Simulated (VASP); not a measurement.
Input of a VASP 6.6.1 run:

The input INCAR:

```
  PREC = Accurate
  ENCUT = 600
  EDIFF = 1E-7
  ISMEAR = -1
  SIGMA = 0.05
  LREAL = False
  LASPH = True
  NELM = 100
  ALGO = Normal
  ISIF = 3
  LWAVE = False
  LCHARG = False
  GGA = PE
  IBRION = 2
  NSW = 60
  EDIFFG = -0.005
  PSTRESS = 44.0
```

The input KPOINTS:

```
Automatic mesh
0
Gamma
  13 13 13
```

The input POSCAR:

```
La
1.0
   -2.0207644225      2.0207644225      2.0207644225
    2.0207644225     -2.0207644225      2.0207644225
    2.0207644225      2.0207644225     -2.0207644225
La
1
Direct
    0.0000000000      0.0000000000      0.0000000000
```

Potentials or basis: VASP PAW PBE potentials, release 64 (La).

Launch:

```console
$ cat potpaw_PBE.64/La/POTCAR > POTCAR
$ mpirun -np 1 vasp_std > vasp.out
```

Problem. What does it give for the relaxed cell?

Solution. a = 3.502 Å, b = 3.502 Å, c = 3.502 Å, α = 109.47°, β = 109.47°, γ = 109.47°.

Problem. Predict the relaxed volume.

Solution. 33.07 Å³/atom.

Final structure:
```
La
1.0
    -2.02208    2.02208    2.02208
     2.02208   -2.02208    2.02208
     2.02208    2.02208   -2.02208
La
1
Direct
  0.00000 0.00000 0.00000
```

Caveat: the cell is relaxed towards a set pressure, so the enthalpy falls and the energy may rise.
